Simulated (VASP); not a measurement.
Wanted: the native input for a VASP 6.6.1 run.

```
Task                   : relaxation of cell and atoms
Functional             : LDA
Potentials or basis    : VASP PAW LDA potentials, release 64 (Mg, S)
Cutoff                 : 600 eV
k mesh                 : 7 × 7 × 4
Occupations            : methfessel-paxton, width 0.01 eV
Spin                   : no spin polarisation
Dipole correction      : no
Further INCAR settings : ALGO = Normal; EDIFF = 1e-06; IBRION = 2; EDIFFG = -0.02; NSW = 80; ISIF = 3
```

The structure of MgS lies in POSCAR:

```
MgS
1.0
    4.0000000000      0.0000000000      0.0000000000
   -2.0000000000      3.4641016151      0.0000000000
    0.0000000000      0.0000000000      6.5320000000
Mg S
2 2
Direct
    0.3333333333      0.6666666667      0.0000000000
    0.6666666667      0.3333333333      0.5000000000
    0.3333333333      0.6666666667      0.3750000000
    0.6666666667      0.3333333333      0.8750000000
```

These files were run (other wordings do the same):

INCAR

```
SYSTEM = MgS
ALGO     = Normal         ! electronic algorithm
EDIFF    = 1E-6           ! SCF threshold, eV
EDIFFG   = -0.02          ! ionic threshold
ENCUT    = 600            ! plane-wave cutoff, eV
GGA      = CA             ! functional
IBRION   = 2              ! ionic algorithm
ISIF     = 3              ! what is computed and relaxed
ISMEAR   = 1              ! smearing method
LASPH    = .TRUE.         ! aspherical terms in the spheres
LCHARG   = .FALSE.        ! write CHGCAR
LREAL    = .FALSE.        ! projectors in reciprocal space
LWAVE    = .FALSE.        ! write WAVECAR
NELM     = 100            ! most SCF steps
NSW      = 80             ! ionic steps
PREC     = Accurate       ! precision mode
SIGMA    = 0.01           ! smearing width, eV
```

KPOINTS

```
k-points
0
G
  7 7 4
  0 0 0
```

Potentials or basis: VASP PAW LDA potentials, release 64 (Mg, S).

Command:

```console
$ cat potpaw_LDA.64/Mg/POTCAR potpaw_LDA.64/S/POTCAR > POTCAR
$ mpirun -np 1 vasp_std > vasp.out
```

Results of the run:

| Property | Result |
| --- | --- |
| Relaxed volume | 21.77 Å³/atom |
| Relaxed cell | a = 3.966 Å, b = 3.966 Å, c = 6.392 Å, α = 90.00°, β = 90.00°, γ = 120.00° |
| Space group after relaxing (to 0.1 Å) | P6_3mc (No. 186) |
| Energy gained by relaxing | 7.0 meV/atom |
| Ionic steps | 5 |
| Pressure after relaxing | 0.0 GPa |
| Largest force after relaxing | 0.018 eV/Å |
| Band gap on the k mesh | 3.42 eV |

It took 46 s on 1 thread of Intel(R) Xeon(R) Platinum 8559C (Emerald Rapids), on a shared host, peak memory 0.2 GiB.
